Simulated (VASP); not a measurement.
Write the native input for VASP 6.6.1 that does the following.

```
Task                   : single point
Functional             : PBE
Potentials or basis    : VASP PAW PBE potentials, release 64 (Ga_d, As)
Cutoff                 : 520 eV
k mesh                 : 4 × 4 × 4
Occupations            : gaussian, width 0.1 eV
Spin                   : no spin polarisation
Dipole correction      : no
Further INCAR settings : ALGO = Normal; EDIFF = 1e-07; NBANDS = 16
```

The structure of GaAs lies in POSCAR:

```
GaAs
1.0
    0.0000000000      2.8750910496      2.8750910496
    2.8750910496      0.0000000000      2.8750910496
    2.8750910496      2.8750910496      0.0000000000
Ga As
1 1
Direct
    0.0000000000      0.0000000000      0.0000000000
    0.2500000000      0.2500000000      0.2500000000
```

These files were run (other wordings do the same):

INCAR

```
PREC = Accurate
ENCUT = 520
EDIFF = 1E-7
ISMEAR = 0
SIGMA = 0.1
LREAL = False
LASPH = True
NELM = 100
ALGO = Normal
ISIF = 2
LWAVE = False
LCHARG = False
GGA = PE
NBANDS = 16
```

KPOINTS

```
regular mesh
0
Gamma
  4 4 4
```

Potentials or basis: VASP PAW PBE potentials, release 64 (Ga_d, As).

Launch:

```bash
$ cat potpaw_PBE.64/Ga_d/POTCAR potpaw_PBE.64/As/POTCAR > POTCAR
$ mpirun -np 1 vasp_std > vasp.out
```

It gave:

```json
{
 "Pressure": "0.4 GPa",
 "Band gap on the k mesh": "0.13 eV, direct"
}
```

Caveat: the k points lie up to 0.47 Å⁻¹ apart.

Run time: 16 s on 1 thread of AMD EPYC 7R13 Processor (Zen 3), on a shared host, peak memory 0.13 GiB.
